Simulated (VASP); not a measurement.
Crystal: SnSe.

```xyz
2
Lattice="0.0000 3.0100 3.0100 3.0100 0.0000 3.0100 3.0100 3.0100 0.0000" Properties=species:S:1:pos:R:3 pbc="T T T"
Sn    0.0000    0.0000    0.0000
Se    3.0100    3.0100    3.0100
```

Base run:

* Program: VASP 6.6.1
* Functional: LDA
* Potentials or basis: VASP PAW LDA potentials, release 64 (Sn_d, Se)
* Cutoff: 500 eV
* k mesh: 8 × 8 × 8
* Occupations: gaussian, width 0.05 eV
* Spin: no spin polarisation

Its results: band gap on the k mesh 0.63 eV; pressure -3.3 GPa.

Q: The run is repeated on the same cell with these changes: functional from LDA to PBE; potentials or basis from VASP PAW LDA potentials, release 64 (Sn_d, Se) to VASP PAW PBE potentials, release 64 (Sn_d, Se). What comes out?

A: Band gap on the k mesh 0.58 eV; pressure 0.9 GPa.

Caveats: spin-orbit coupling is left out, which moves the levels of the heavy elements; the cell stands under tension (at least some runs).

A k mesh can miss the band edges.
